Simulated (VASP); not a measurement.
Runs of VASP 6.6.1 on Ga. The structure is that of space group Fd-3m (No. 227), or close to it. The cells are those of the table. This isn't the form of Ga at room conditions, which is orthorhombic.

```csv
task,cell,gap on the mesh (eV),pressure (GPa)
single point,"a = 4.102 Å, angles 60.0°, 2 atoms",none,(a)
single point,"a = 3.879 Å, angles 60.0°, 2 atoms",none,10.2
relaxation of cell and atoms,"relaxed to 30 GPa from a = 3.811 Å, angles 60.0°, 2 atoms",none,29.9
relaxation of cell and atoms,"relaxed to 10 GPa from a = 3.811 Å, angles 60.0°, 2 atoms",none,10.0
relaxation of cell and atoms,"relaxed from a = 3.811 Å, angles 60.0°, 2 atoms",none,0.1
```

Alike in all rows: level PBE+D3(BJ); potentials or basis VASP PAW PBE potentials, release 64 (Ga_d); no spin polarisation; k mesh 6 × 6 × 6; cutoff (eV) 500; smearing fermi-dirac 0.1 eV.

Question: Fill in the values left out.

Answer: (a) 0.2.

Caveats: the cell is relaxed towards a set pressure, so the run minimises the enthalpy, not the energy (at least some runs); the cell stands under pressure (at least some runs).

A k mesh can miss the band edges, and the runs leave out spin-orbit coupling on Ga.

A gap of «none» marks levels without a gap at the run's occupations.
